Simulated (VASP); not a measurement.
# SnSe2 (g.A) in VASP: single point with PBE+D4

Aim: the single point of SnSe2 (g.A) with PBE+D4.

Program: VASP 6.6.1. These are calculated values, not measurements. Logs are shortened: lines on timing, memory, paths and dates and some standing lists are left out, and cuts for length are marked.

### 1 The cell of the first run

The cell holds a sheet with vacuum, 3 atoms: a = 3.819 Å, b = 3.819 Å, c = 30.160 Å, α = 90.00°, β = 90.00°, γ = 120.00°.

### 2 Single point, PBE+D4

File INCAR:

```
SYSTEM = SnSe2
PREC = Accurate ; ENCUT = 400
EDIFF = 1E-6 ; ISMEAR = 0
SIGMA = 0.03 ; LREAL = .FALSE.
LASPH = .TRUE. ; NELM = 120
ALGO = Normal ; ISIF = 2
LWAVE = .FALSE. ; LCHARG = .FALSE.
LDIPOL = .TRUE. ; IDIPOL = 3
DIPOL = 0.5 0.5 0.285 ; GGA = PE
IVDW = 13 ; NBANDS = 20
GGA_COMPAT = .FALSE. ; NELMDL = -8
```

File KPOINTS:

```
Automatic mesh
0
G
  12 12 1
  0 0 0
```

File POSCAR:

```
SnSe2
1.0
    3.8187378246      0.0000000000      0.0000000000
   -1.9093689123      3.3071239665      0.0000000000
    0.0000000000      0.0000000000     30.1599999976
Se Sn
2 1
Direct
    0.3333333333      0.6666666667      0.2317563852
    0.6666666667      0.3333333333      0.3378722620
    0.0000000000      0.0000000000      0.2848143236
```

Potentials or basis: VASP PAW PBE potentials, release 64 (Se, Sn_d).

On the command line:

```console
$ cat potpaw_PBE.64/Se/POTCAR potpaw_PBE.64/Sn_d/POTCAR > POTCAR
$ mpirun -np 1 vasp_std > vasp.out
```

OUTCAR:

```text
SYSTEM = SnSe2
   PREC = Accurate
   ENCUT = 400
   EDIFF = 1E-6
   ISMEAR = 0
   LREAL = .FALSE.
   LASPH = .TRUE.
   NELM = 120
   ISIF = 2
   GGA = PE
   IVDW = 13
   NELMDL = -8

 ion  position               nearest neighbor table
   1  0.333  0.667  0.232-   3 2.72   3 2.72   3 2.72
   2  0.667  0.333  0.338-   3 2.72   3 2.72   3 2.72
   3  0.000  0.000  0.285-   2 2.72   1 2.72   2 2.72   1 2.72   2 2.72   1 2.72

  LATTYP: Found a hexagonal cell.
 ALAT       =     3.8187378246
 C/A-ratio  =     7.8978975208

  Lattice vectors:

 A1 = (   3.8187378246,   0.0000000000,   0.0000000000)
 A2 = (  -1.9093689123,   3.3071239665,   0.0000000000)
 A3 = (   0.0000000000,   0.0000000000,  30.1599999976)

Analysis of symmetry for initial positions (statically):
=====================================================================
 Subroutine PRICEL returns:
 Original cell was already a primitive cell.

 Routine SETGRP: Setting up the symmetry group for a
 hexagonal supercell.

 Subroutine GETGRP returns: Found 12 space group operations
 (whereof  6 operations were pure point group operations)
 out of a pool of 24 trial point group operations.

The static configuration has the point symmetry C_3v.
 The point group associated with its full space group is D_3d.

Analysis of symmetry for dynamics (positions and initial velocities):
=====================================================================
 Subroutine PRICEL returns:
 Original cell was already a primitive cell.

 Routine SETGRP: Setting up the symmetry group for a
 hexagonal supercell.

 Subroutine GETGRP returns: Found 12 space group operations
 (whereof  6 operations were pure point group operations)
 out of a pool of 24 trial point group operations.

The dynamic configuration has the point symmetry C_3v.
 The point group associated with its full space group is D_3d.

 Subroutine INISYM returns: Found 12 space group operations
 (whereof  6 operations are pure point group operations),
 and found     1 'primitive' translations

----------------------------------------------------------------------------------------

                                     Primitive cell

  volume of cell :     380.8918

  direct lattice vectors                    reciprocal lattice vectors
     3.818737825  0.000000000  0.000000000     0.261866629  0.151188769  0.000000000
    -1.909368912  3.307123966  0.000000000     0.000000000  0.302377537  0.000000000
     0.000000000  0.000000000 30.159999998     0.000000000  0.000000000  0.033156499

  length of vectors
     3.818737825  3.818737825 30.159999998     0.302377537  0.302377537  0.033156499

  position of ions in fractional coordinates (direct lattice)
     0.333333333  0.666666667  0.231756385
     0.666666667  0.333333333  0.337872262
     0.000000000  0.000000000  0.284814324

  ion indices of the primitive-cell ions
   primitive index   ion index
                 1           1
                 2           2
                 3           3

----------------------------------------------------------------------------------------

 KPOINTS: Automatic mesh

Automatic generation of k-mesh.
 Grid dimensions read from file:
 generate k-points for:   12   12    1

 Generating k-lattice:

  Cartesian coordinates                     Fractional coordinates (reciprocal lattice)
     0.021822219  0.012599064  0.000000000     0.083333333  0.000000000  0.000000000
     0.000000000  0.025198128  0.000000000     0.000000000  0.083333333  0.000000000
     0.000000000  0.000000000  0.033156499     0.000000000  0.000000000  1.000000000

  Length of vectors
     0.025198128  0.025198128  0.033156499

  Shift w.r.t. Gamma in fractional coordinates (k-lattice)
     0.000000000  0.000000000  0.000000000

 Subroutine IBZKPT returns following result:
 ===========================================

 Found     19 irreducible k-points:

 Following reciprocal coordinates:
            Coordinates               Weight
  0.000000  0.000000  0.000000      1.000000
  0.083333 -0.000000  0.000000      6.000000
  0.166667  0.000000  0.000000      6.000000
  0.250000  0.000000  0.000000      6.000000
  0.333333 -0.000000  0.000000      6.000000
  0.416667  0.000000  0.000000      6.000000
[... 11 lines left out ...]
  0.333333  0.250000  0.000000     12.000000
  0.333333  0.333333  0.000000      2.000000
   k-points           NKPTS =     19   k-points in BZ     NKDIM =     19   number of bands    NBANDS=     20
   number of dos      NEDOS =    301   number of ions     NIONS =      3
   total plane-waves  NPLWV = 156800
   dimension x,y,z NGX =    28 NGY =   28 NGZ =  200
   dimension x,y,z NGXF=    56 NGYF=   56 NGZF=  400
   ions per type =               2   1
   NGX,Y,Z   is equivalent  to a cutoff of  12.19, 12.19, 11.02 a.u.
   NGXF,Y,Z  is equivalent  to a cutoff of  24.38, 24.38, 22.05 a.u.
 SYSTEM =  SnSe2
   PREC   = accura    normal or accurate (medium, high low for compatibility)
   ISTART =      0    job   : 0-new  1-cont  2-samecut
   ICHARG =      2    charge: 1-file 2-atom 10-const
   ISPIN  =      1    spin polarized calculation?
   LNONCOLLINEAR =      F non collinear calculations
   LSORBIT =      F    spin-orbit coupling
   LASPH  =      T    aspherical Exc in radial PAW
   ENCUT  =  400.0 eV  29.40 Ry    5.42 a.u.   6.23  6.23 49.18*2*pi/ulx,y,z
   NELM   =    120;   NELMIN=  2; NELMDL= -8     # of ELM steps
   EDIFF  = 0.1E-05   stopping-criterion for ELM
   LREAL  =      F    real-space projection
   EDIFFG = 0.1E-04   stopping-criterion for IOM
   NSW    =      0    number of steps for IOM
   IBRION =     -1    ionic relax: 0-MD 1-quasi-New 2-CG
   NFREE  =      0    steps in history (QN), initial steepest desc. (CG)
   ISIF   =      2    stress and relaxation
   ISYM   =      2    0-nonsym 1-usesym 2-fastsym
   POTIM  = 0.5000    time-step for ionic-motion
   TEBEG  =    0.0;   TEEND  =   0.0 temperature during run
   PSTRESS=    0.0 pullay stress
   NELECT =      26.0000    total number of electrons
   NUPDOWN=      -1.0000    fix difference up-down
   EMIN   =  10.00;   EMAX   =-10.00  energy-range for DOS
   EFERMI =   0.00;   METHOD = LEGACY
   ISMEAR =     0;   SIGMA  =   0.03  broadening in eV -4-tet -1-fermi 0-gaus
   EFERMI_NEDOS =   21; number of points for ismear=-14 and -15
   IALGO  =     38    algorithm
   IMIX   =      4    mixing-type and parameters
     AMIX     =   0.40;   BMIX     =  1.00
     AMIX_MAG =   1.60;   BMIX_MAG =  1.00
  volume/ion in A,a.u.               =     126.96       856.79
  Fermi-wavevector in a.u.,A,eV,Ry     =   0.669061  1.264341  6.090539  0.447642
  Thomas-Fermi vector in A             =   1.744161
   LORBIT       =      0    0 simple, 1 ext, 2 COOP (PROOUT), +10 PAW based schemes
   GGA     = PE    functional components
   LHFCALC =     F    Hartree Fock is set to
   AEXX    =    0.0000 exact exchange contribution
   IVDW    =    13    specifies the selected vdW correction
   LEPSILON=     F    determine dielectric tensor
   LRPA    =     F    only Hartree local field effects (RPA)
 non-spin polarized calculation
 Gauss-broadening in eV      SIGMA  =   0.03
  energy-cutoff  :      400.00
  volume of cell :      380.89
 maximum number of plane-waves:      6947
 NGX is ok and might be reduce to    28
   NGX = 13   NGY = 13   NGZ = 99

 dipolmoment           0.000000      0.000000     -0.000005 electrons x Angstroem

 number of electron      26.0000009 magnetization

 dipolmoment           0.000000      0.000000      0.000005 electrons x Angstroem

 Free energy of the ion-electron system (eV)
  ---------------------------------------------------
  ext. energy  EPLUGINS =         0.00000000
  ---------------------------------------------------
  free energy    TOTEN  =       -11.85178624 eV

  energy without entropy =      -11.85178624  energy(sigma->0) =      -11.85178624

 E-fermi :  -3.7595     XC(G=0):  -2.2959

 val. band max:       -3.9256283308   @ k =   0.0833  -0.0000   0.0000
 cond. band min:      -3.1510588277   @ k =   0.5000   0.0000   0.0000
 fundamental gap:      0.7745695031
 Fermi energy:        -3.7594697109

 k-point     1 :       0.0000    0.0000    0.0000
  band No.  band energies     occupation
      1     -25.0897      2.00000
      2     -25.0897      2.00000
      3     -25.0495      2.00000
      4     -25.0400      2.00000
      5     -25.0400      2.00000
      6     -17.4536      2.00000
[... 12 lines left out ...]
     19       1.6705      0.00000
     20       2.1125      0.00000

 k-point     2 :       0.0833   -0.0000    0.0000
  band No.  band energies     occupation
      1     -25.0921      2.00000
      2     -25.0869      2.00000
      3     -25.0477      2.00000
      4     -25.0419      2.00000
      5     -25.0400      2.00000
      6     -17.3868      2.00000
[... 12 lines left out ...]
     19       1.8341      0.00000
     20       2.2208      0.00000

 k-point     3 :       0.1667    0.0000    0.0000
  band No.  band energies     occupation
      1     -25.0997      2.00000
      2     -25.0799      2.00000
      3     -25.0477      2.00000
      4     -25.0414      2.00000
      5     -25.0394      2.00000
      6     -17.1915      2.00000
[... 12 lines left out ...]
     19       2.2324      0.00000
     20       2.5304      0.00000

 k-point     4 :       0.2500    0.0000    0.0000
  band No.  band energies     occupation
      1     -25.1114      2.00000
      2     -25.0720      2.00000
      3     -25.0537      2.00000
      4     -25.0368      2.00000
      5     -25.0333      2.00000
      6     -16.8849      2.00000
[... 314 lines left out ...]
 k-point    18 :       0.3333    0.2500    0.0000
  band No.  band energies     occupation
      1     -25.1140      2.00000
      2     -25.0877      2.00000
      3     -25.0500      2.00000
      4     -25.0360      2.00000
      5     -25.0183      2.00000
      6     -15.7453      2.00000
[... 12 lines left out ...]
     19       4.5354      0.00000
     20       4.6558      0.00000

 k-point    19 :       0.3333    0.3333    0.0000
  band No.  band energies     occupation
      1     -25.1012      2.00000
      2     -25.1012      2.00000
      3     -25.0422      2.00000
      4     -25.0422      2.00000
      5     -25.0191      2.00000
      6     -15.5655      2.00000
[... 12 lines left out ...]
     19       4.8075      0.00000
     20       4.8085      0.00000

------------------------ aborting loop because EDIFF is reached ----------------------------------------

 vacuum level on the upper side and lower side of the slab       (xc-potential included)        -0.005        -0.005

  DFT-D4 for vdW energy calculation

  Edisp (eV):   -0.88099

  FORCE on cell =-STRESS in cart. coord.  units (eV):
  Direction    XX          YY          ZZ          XY          YZ          ZX
  --------------------------------------------------------------------------------------
  -------------------------------------------------------------------------------------
  Total       0.00319     0.00319     0.01103     0.00000     0.00000     0.00000
  in kB       0.01340     0.01340     0.04640     0.00000     0.00000     0.00000
  external pressure =        0.02 kB  Pullay stress =        0.00 kB

 VOLUME and BASIS-vectors are now :
 -----------------------------------------------------------------------------
  energy-cutoff  :      400.00
  volume of cell :      380.89
      direct lattice vectors                 reciprocal lattice vectors
     3.818737825  0.000000000  0.000000000     0.261866629  0.151188769  0.000000000
    -1.909368912  3.307123966  0.000000000     0.000000000  0.302377537  0.000000000
     0.000000000  0.000000000 30.159999998     0.000000000  0.000000000  0.033156499

 POSITION                                       TOTAL-FORCE (eV/Angst)
 -----------------------------------------------------------------------------------
     -0.00000      2.20475      6.98977         0.000000      0.000000     -0.007219
      1.90937      1.10237     10.19023        -0.000000      0.000000      0.007219
      0.00000      0.00000      8.59000         0.000000      0.000000      0.000000
 -----------------------------------------------------------------------------------
    total drift:                                0.000000      0.000000      0.000176

  FREE ENERGIE OF THE ION-ELECTRON SYSTEM (eV)
  ---------------------------------------------------
  free  energy   TOTEN  =       -12.7327727597 eV

  energy  without entropy=      -12.7327727597  energy(sigma->0) =      -12.73277276

 vacuum level on the upper side and lower side of the slab         2.032         2.032
```

It took 2 min on 1 thread of AMD EPYC 7R13 (Zen 3), shared host; peak memory 0.38 GiB.

Results:

| Property | Result |
| --- | --- |
| Free energy | -12.7328 eV |
| Largest force | 0.007 eV/Å |
| Band gap on the k mesh | 0.77 eV, indirect (least direct gap 1.12 eV) |
| Dispersion energy per atom | -0.294 eV |

Forces on the atoms (eV/Å):
```
Se   0.000  0.000 -0.007
Se   0.000  0.000  0.007
Sn   0.000  0.000  0.000
```

Levels at points of the mesh, in eV from the valence-band top:
```tsv
k point	band 9	band 10	band 11	band 12	band 13	band 14	band 15	band 16	band 17	band 18
(0.00, 0.00, 0.00)	-1.19	-0.45	-0.45	-0.06	-0.06	1.61	3.13	4.64	4.64	5.57
(0.50, 0.00, 0.00)	-4.41	-2.35	-2.20	-0.76	-0.34	0.77	4.08	5.33	5.60	5.75
```

Caveat: spin-orbit coupling is left out, which moves the levels of the heavy elements.
